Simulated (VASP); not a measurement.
# Pt (Fm-3m) in VASP: a series of runs

The runs below take Pt through relaxation of cell and atoms, single point, with LDA.

Everything below comes from runs of VASP 6.6.1. Logs are shortened: lines on timing, memory, paths and dates and some standing lists are left out, and cuts for length are marked.

## Step 1: The cell of the first run

Symmetry: Fm-3m, No. 225, cubic system. Conventional cell: a = 3.943 Å, b = 3.943 Å, c = 3.943 Å, α = 90.00°, β = 90.00°, γ = 90.00°. Within 3.7 Å of Pt (site symmetry m-3m) lie 12 Pt at 2.79 Å.

## Step 2: Relaxation of cell and atoms, LDA

File INCAR:

```
SYSTEM = Pt
PREC = Accurate
ENCUT = 600
EDIFF = 1E-6
ISMEAR = 0
SIGMA = 0.1
LREAL = .False.
LASPH = .True.
NELM = 60
ALGO = Fast
ISIF = 3
LWAVE = .False.
LCHARG = .False.
GGA = CA
IBRION = 2
NSW = 100
EDIFFG = -0.05
```

File KPOINTS:

```
regular mesh
0
Gamma
  8 8 8
  0 0 0
```

File POSCAR:

```
Pt
1.0
    0.0000000000      1.9715751800      1.9715751800
    1.9715751800      0.0000000000      1.9715751800
    1.9715751800      1.9715751800      0.0000000000
Pt
1
Direct
    0.0000000000      0.0000000000      0.0000000000
```

Potentials or basis: VASP PAW LDA potentials, release 64 (Pt).

On the command line:

```bash
$ cat potpaw_LDA.64/Pt/POTCAR > POTCAR
$ mpirun -np 1 vasp_std > vasp.out
```

OUTCAR:

```text
SYSTEM = Pt
   PREC = Accurate
   ENCUT = 600
   EDIFF = 1E-6
   ISMEAR = 0
   LREAL = .False.
   LASPH = .True.
   NELM = 60
   ISIF = 3
   GGA = CA
   IBRION = 2
   NSW = 100
   EDIFFG = -0.05

 ion  position               nearest neighbor table
   1  0.000  0.000  0.000-

  LATTYP: Found a face centered cubic cell.
 ALAT       =     3.9431503600

  Lattice vectors:

 A1 = (   0.0000000000,   1.9715751800,   1.9715751800)
 A2 = (   1.9715751800,   0.0000000000,   1.9715751800)
 A3 = (   1.9715751800,   1.9715751800,   0.0000000000)

Analysis of symmetry for initial positions (statically):
=====================================================================
 Subroutine PRICEL returns:
 Original cell was already a primitive cell.

 Routine SETGRP: Setting up the symmetry group for a
 face centered cubic supercell.

 Subroutine GETGRP returns: Found 48 space group operations
 (whereof 48 operations were pure point group operations)
 out of a pool of 48 trial point group operations.

The static configuration has the point symmetry O_h .

Analysis of symmetry for dynamics (positions and initial velocities):
=====================================================================
 Subroutine PRICEL returns:
 Original cell was already a primitive cell.

 Routine SETGRP: Setting up the symmetry group for a
 face centered cubic supercell.

 Subroutine GETGRP returns: Found 48 space group operations
 (whereof 48 operations were pure point group operations)
 out of a pool of 48 trial point group operations.

The dynamic configuration has the point symmetry O_h .

 Subroutine INISYM returns: Found 48 space group operations
 (whereof 48 operations are pure point group operations),
 and found     1 'primitive' translations

----------------------------------------------------------------------------------------

                                     Primitive cell

  volume of cell :      15.3275

  direct lattice vectors                    reciprocal lattice vectors
     0.000000000  1.971575180  1.971575180    -0.253604329  0.253604329  0.253604329
     1.971575180  0.000000000  1.971575180     0.253604329 -0.253604329  0.253604329
     1.971575180  1.971575180  0.000000000     0.253604329  0.253604329 -0.253604329

  length of vectors
     2.788228359  2.788228359  2.788228359     0.439255582  0.439255582  0.439255582

  position of ions in fractional coordinates (direct lattice)
     0.000000000  0.000000000  0.000000000

  ion indices of the primitive-cell ions
   primitive index   ion index
                 1           1

----------------------------------------------------------------------------------------

 KPOINTS: regular mesh

Automatic generation of k-mesh.
 Grid dimensions read from file:
 generate k-points for:    8    8    8

 Generating k-lattice:

  Cartesian coordinates                     Fractional coordinates (reciprocal lattice)
    -0.031700541  0.031700541  0.031700541     0.125000000  0.000000000  0.000000000
     0.031700541 -0.031700541  0.031700541     0.000000000  0.125000000  0.000000000
     0.031700541  0.031700541 -0.031700541     0.000000000  0.000000000  0.125000000

  Length of vectors
     0.054906948  0.054906948  0.054906948

  Shift w.r.t. Gamma in fractional coordinates (k-lattice)
     0.000000000  0.000000000  0.000000000

 Subroutine IBZKPT returns following result:
 ===========================================

 Found     29 irreducible k-points:

 Following reciprocal coordinates:
            Coordinates               Weight
  0.000000  0.000000  0.000000      1.000000
  0.125000  0.000000  0.000000      8.000000
  0.250000  0.000000  0.000000      8.000000
  0.375000  0.000000  0.000000      8.000000
  0.500000  0.000000  0.000000      4.000000
  0.125000  0.125000  0.000000      6.000000
[... 16 lines left out ...]
  0.500000  0.250000  0.125000     48.000000
 -0.375000  0.250000  0.125000     24.000000
 [... further k-points ...]
   k-points           NKPTS =     29   k-points in BZ     NKDIM =     29   number of bands    NBANDS=      9
   number of dos      NEDOS =    301   number of ions     NIONS =      1
   total plane-waves  NPLWV =  13824
   dimension x,y,z NGX =    24 NGY =   24 NGZ =   24
   dimension x,y,z NGXF=    48 NGYF=   48 NGZF=   48
   ions per type =               1
   NGX,Y,Z   is equivalent  to a cutoff of  14.31, 14.31, 14.31 a.u.
   NGXF,Y,Z  is equivalent  to a cutoff of  28.62, 28.62, 28.62 a.u.
 SYSTEM =  Pt
   PREC   = accura    normal or accurate (medium, high low for compatibility)
   ISTART =      0    job   : 0-new  1-cont  2-samecut
   ICHARG =      2    charge: 1-file 2-atom 10-const
   ISPIN  =      1    spin polarized calculation?
   LNONCOLLINEAR =      F non collinear calculations
   LSORBIT =      F    spin-orbit coupling
   LASPH  =      T    aspherical Exc in radial PAW
   ENCUT  =  600.0 eV  44.10 Ry    6.64 a.u.   5.57  5.57  5.57*2*pi/ulx,y,z
   NELM   =     60;   NELMIN=  2; NELMDL= -5     # of ELM steps
   EDIFF  = 0.1E-05   stopping-criterion for ELM
   LREAL  =      F    real-space projection
   EDIFFG = -.5E-01   stopping-criterion for IOM
   NSW    =    100    number of steps for IOM
   IBRION =      2    ionic relax: 0-MD 1-quasi-New 2-CG
   NFREE  =      1    steps in history (QN), initial steepest desc. (CG)
   ISIF   =      3    stress and relaxation
   ISYM   =      2    0-nonsym 1-usesym 2-fastsym
   POTIM  = 0.5000    time-step for ionic-motion
   TEBEG  =    0.0;   TEEND  =   0.0 temperature during run
   PSTRESS=    0.0 pullay stress
   NELECT =      10.0000    total number of electrons
   NUPDOWN=      -1.0000    fix difference up-down
   EMIN   =  10.00;   EMAX   =-10.00  energy-range for DOS
   EFERMI =   0.00;   METHOD = LEGACY
   ISMEAR =     0;   SIGMA  =   0.10  broadening in eV -4-tet -1-fermi 0-gaus
   EFERMI_NEDOS =   21; number of points for ismear=-14 and -15
   IALGO  =     68    algorithm
   IMIX   =      4    mixing-type and parameters
     AMIX     =   0.40;   BMIX     =  1.00
     AMIX_MAG =   1.60;   BMIX_MAG =  1.00
  volume/ion in A,a.u.               =      15.33       103.43
  Fermi-wavevector in a.u.,A,eV,Ry     =   1.419880  2.683183 27.430132  2.016058
  Thomas-Fermi vector in A             =   2.540854
   LORBIT       =      0    0 simple, 1 ext, 2 COOP (PROOUT), +10 PAW based schemes
   GGA     = CA    functional components
   LHFCALC =     F    Hartree Fock is set to
   AEXX    =    0.0000 exact exchange contribution
   IVDW    =     0    specifies the selected vdW correction
   LEPSILON=     F    determine dielectric tensor
   LRPA    =     F    only Hartree local field effects (RPA)
 conjugate gradient relaxation of ions
 non-spin polarized calculation
 RMM-DIIS sequential band-by-band and
 Gauss-broadening in eV      SIGMA  =   0.10
  energy-cutoff  :      600.00
  volume of cell :       15.33
 maximum number of plane-waves:       531
 NGX is ok and might be reduce to    24
   NGX = 11   NGY = 11   NGZ = 11

--------------------------------------- Ionic step        1  -------------------------------------------

 number of electron      10.0000001 magnetization

 Free energy of the ion-electron system (eV)
  ---------------------------------------------------
  ext. energy  EPLUGINS =         0.00000000
  ---------------------------------------------------
  free energy    TOTEN  =        -7.47926703 eV

  energy without entropy =       -7.47000533  energy(sigma->0) =       -7.47463618

------------------------ aborting loop because EDIFF is reached ----------------------------------------

  FORCE on cell =-STRESS in cart. coord.  units (eV):
  Direction    XX          YY          ZZ          XY          YZ          ZX
  --------------------------------------------------------------------------------------
  -------------------------------------------------------------------------------------
  Total       -0.9928929     -0.9928929     -0.9928929      0.0000000     -0.0000000      0.0000000
  in kB     -103.7870054   -103.7870054   -103.7870054      0.0000000     -0.0000000      0.0000000
  external PRESSURE =    -103.7870054 kB  Pullay stress =       0.0000000 kB
[... 90 lines left out ...]
  energy  without entropy=       -7.4893711043  energy(sigma->0) =       -7.49371525

--------------------------------------- Ionic step        4  -------------------------------------------

 number of electron       9.9999999 magnetization

 Free energy of the ion-electron system (eV)
  ---------------------------------------------------
  ext. energy  EPLUGINS =         0.00000000
  ---------------------------------------------------
  free energy    TOTEN  =        -7.49811033 eV

  energy without entropy =       -7.48944883  energy(sigma->0) =       -7.49377958

 E-fermi :  11.4820     XC(G=0): -13.8124

 val. band max:       11.3258649802   @ k =  -0.3750   0.3750   0.0000
 cond. band min:      11.4831274261   @ k =  -0.2500   0.1250   0.0000
 fundamental gap:      0.1572624459
 Fermi energy:        11.4820055488

 k-point     1 :       0.0000    0.0000    0.0000
  band No.  band energies     occupation
      1       1.0686      2.00000
      2       7.5711      2.00000
      3       7.5711      2.00000
      4       7.5711      2.00000
      5       9.8326      2.00000
      6       9.8326      2.00000
      7      26.1126      0.00000
      8      31.1488      0.00000
      9      31.1488      0.00000
[... 265 lines left out ...]
 k-point    24 :      -0.3750    0.2500    0.1250
  band No.  band energies     occupation
      1       5.2645      2.00000
      2       6.5229      2.00000
      3       7.9396      2.00000
      4       8.7248      2.00000
      5      11.3129      1.98320
      6      16.0204      0.00000
      7      17.1538      0.00000
      8      26.4399      0.00000
      9      26.7511      0.00000

 [... further k-points ...]
[... 5 lines left out ...]
  --------------------------------------------------------------------------------------
  -------------------------------------------------------------------------------------
  Total       -0.0055723     -0.0055723     -0.0055723      0.0000000      0.0000000      0.0000000
  in kB       -0.6043223     -0.6043223     -0.6043223      0.0000000      0.0000000      0.0000000
  external PRESSURE =      -0.6043223 kB  Pullay stress =       0.0000000 kB
[... 16 lines left out ...]
  FREE ENERGIE OF THE ION-ELECTRON SYSTEM (eV)
  ---------------------------------------------------
  free  energy   TOTEN  =        -7.4981103267 eV

  energy  without entropy=       -7.4894488286  energy(sigma->0) =       -7.49377958

 reached required accuracy - stopping structural energy minimisation
```

It took 13 s on 1 thread of Intel Xeon Platinum 8259CL at 2.50GHz (Skylake/Cascade Lake), shared host; peak memory 0.14 GiB.

Results:

```
Free energy                            : -7.4981 eV
Relaxed volume                         : 14.77 Å³/atom
Relaxed cell                           : a = 2.754 Å, b = 2.754 Å, c = 2.754 Å, α = 60.00°, β = 60.00°, γ = 60.00°
Space group after relaxing (to 0.05 Å) : Fm-3m (No. 225)
Energy gained by relaxing              : 18.8 meV/atom
Ionic steps                            : 4
Pressure after relaxing                : -0.1 GPa
Band gap on the k mesh                 : zero (band 5 reaches 12.03 eV, above the bottom of band 6 at 9.73 eV)
```

The path:
| step | energy change (eV) | largest force (eV/Å) | pressure (GPa) | volume (Å³) |
| --- | --- | --- | --- | --- |
| 1 | 0.0000 | 0.0000 | -10.38 | 15.33 |
| 2 | 0.1774 | 0.0000 | 45.49 | 13.23 |
| 3 | -0.0188 | 0.0000 | -0.63 | 14.80 |
| 4 | -0.0188 | 0.0000 | -0.06 | 14.77 |

Final structure:
```yaml
crystal:
  lattice:
    - [0.00000, 1.94752, 1.94752]
    - [1.94752, 0.00000, 1.94752]
    - [1.94752, 1.94752, 0.00000]
  atoms:
    - { symbol: Pt, position: [0.00000, 0.00000, 0.00000] }
```

Caveat: spin-orbit coupling is left out, which moves the levels of the heavy elements.

(Part 1 of 2 ends here.)
